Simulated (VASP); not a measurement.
Ti9O20 (a cell with a defect): single point with PBE+U

The system is Ti9O20 (a cell with a defect).

```xyz
29
Lattice="-5.7270 -1.9090 -4.8876 1.9090 -5.7270 4.8876 -1.9090 5.7270 4.8876" Properties=species:S:1:pos:R:3 pbc="T T T"
Ti   -3.8426   -3.8515    0.0204
Ti   -3.7845   -0.0246   -0.0204
Ti   -1.8844    1.9425    4.9079
Ti   -1.9425   -1.8844    4.8672
Ti   -3.8761   -1.8968    2.5397
Ti   -3.8180    1.9090    2.4438
Ti   -1.8509   -0.0122    7.4273
Ti   -5.7392   -0.0581   -2.5397
Ti    0.0122   -1.8509    2.3479
O    -3.7289   -1.8929    4.3951
O    -3.8180    1.9090    4.4531
O    -1.9981   -0.0161   -0.4924
O    -5.7397    0.0177   -0.3816
O     0.0127   -1.9267    4.5060
O    -3.8641    3.8071    2.0271
O    -0.0152   -3.8769    2.0725
O     0.0000    0.0000    2.4007
O    -3.7719    0.0109    2.0271
O    -3.8028   -3.7591    2.0725
O    -3.8003   -1.8963    0.3816
O    -3.8180    1.9090    0.4345
O    -1.9267   -0.0127    5.2691
O    -3.8341   -5.6379    0.4924
O    -1.8929    3.7289    5.3800
O    -1.8501   -1.9242    2.8150
O    -1.9199    1.9551    2.8605
O     0.0000    0.0000    7.3744
O    -1.9679   -5.7118    2.8150
O    -5.7161    1.8629    2.8605
```

This cell differs from its parent crystal: atoms taken out, then relaxed in part.

```json
{
 "Program": "VASP 6.6.1",
 "Task": "single point",
 "Functional": "PBE",
 "Potentials or basis": "VASP PAW PBE potentials, release 64 (Ti_sv, O)",
 "Cutoff": "520 eV",
 "k mesh": "2 × 2 × 2, shifted",
 "Occupations": "gaussian, width 0.01 eV",
 "Spin": "collinear spin",
 "Starting moments": "[0.0, 0.0, 0.0, 0.0, 0.0, 0.0, 0.0, 0.0, 0.0, 0.333, 0.0, 0.333, 0.0, 0.0, 0.0, 0.0, 0.333, 0.0, 0.0, 0.0, 0.0, 0.0, 0.333, 0.333, 0.0, 0.0, 0.333, 0.0, 0.0] μB",
 "Hubbard terms": "Ti d U = 4.0 eV",
 "Dipole correction": "no",
 "Charge": "-2",
 "Further INCAR settings": "ALGO = Normal; EDIFF = 1e-06; NBANDS = 138; NELECT = 230.0"
}
```

```yaml
Largest_force: 0.595 eV/Å
Net_moment: 2.00 μB per cell
Site_moments: Ti -0.03, -0.01 (each value once); O +0.07, +0.05, +0.12, +0.18 (each value once) μB
Valence_electrons_inside_the_program's_atomic_spheres: Ti 10.19, 10.22, 10.16 (each value once); O 5.05, 5.08, 5.07, 5.09 (each value once)
```

Forces on the atoms (eV/Å):
```
Ti   0.116  0.274 -0.042
Ti  -0.274  0.116  0.042
Ti  -0.116 -0.274 -0.042
Ti   0.274 -0.116  0.042
Ti   0.308  0.115 -0.295
Ti   0.000  0.000  0.000
Ti  -0.308 -0.115 -0.295
Ti  -0.115  0.308  0.295
Ti   0.115 -0.308  0.295
O   -0.483 -0.005  0.347
O    0.000  0.000  0.155
O    0.483  0.005  0.347
O    0.152  0.007  0.030
O   -0.152 -0.007  0.030
O   -0.015  0.051  0.095
O   -0.002  0.207  0.125
O    0.000  0.000  0.001
O    0.015 -0.051  0.095
O    0.002 -0.207  0.125
O    0.007 -0.152 -0.030
O    0.000  0.000 -0.155
O   -0.007  0.152 -0.030
O    0.005 -0.483 -0.347
O   -0.005  0.483 -0.347
O   -0.207 -0.002 -0.125
O    0.051  0.015 -0.095
O    0.000  0.000 -0.001
O    0.207  0.002 -0.125
O   -0.051 -0.015 -0.095
```

Levels at points of the mesh, in eV from the Fermi level:
Spin up:
```csv
k point,band 113,band 114,band 115,band 116,band 117,band 118,band 119,band 120
"(0.25, 0.25, 0.25)",-0.46,-0.40,-0.19,-0.17,3.45,3.54,3.60,3.70
```
Spin down:
```csv
k point,band 112,band 113,band 114,band 115,band 116,band 117
"(0.25, 0.25, 0.25)",-0.30,-0.28,-0.24,0.14,0.16,3.42
```

Eigenvalues of the final occupation matrices:
| site | spin | trace | eigenvalues |
| --- | --- | --- | --- |
| site 1 d | 1 | 0.83 | 0.09 0.11 0.12 0.23 0.27 |
| site 1 d | 2 | 0.85 | 0.10 0.12 0.13 0.23 0.28 |
| site 2 d | 1 | 0.83 | 0.09 0.11 0.12 0.23 0.27 |
| site 2 d | 2 | 0.85 | 0.10 0.12 0.13 0.23 0.28 |
| site 3 d | 1 | 0.83 | 0.09 0.11 0.12 0.23 0.27 |
| site 3 d | 2 | 0.85 | 0.10 0.12 0.13 0.23 0.28 |
| site 4 d | 1 | 0.83 | 0.09 0.11 0.12 0.23 0.27 |
| site 4 d | 2 | 0.85 | 0.10 0.12 0.13 0.23 0.28 |
| site 5 d | 1 | 0.83 | 0.10 0.10 0.12 0.24 0.26 |
| site 5 d | 2 | 0.86 | 0.11 0.11 0.12 0.25 0.27 |
| site 6 d | 1 | 0.82 | 0.10 0.10 0.11 0.25 0.26 |
| site 6 d | 2 | 0.83 | 0.10 0.10 0.11 0.25 0.26 |

It took 13 min on 1 thread of Oxide Virtual Turin-like Processor (shared host), peak memory 0.72 GiB.

Caveat: the k points lie up to 0.49 Å⁻¹ apart; the cell carries a net charge on a neutralising background, which shifts energy and pressure; the cell differs from its parent crystal (atoms taken out, then relaxed in part); the cell is charged against a uniform background, so pressure and absolute levels hang on convention.
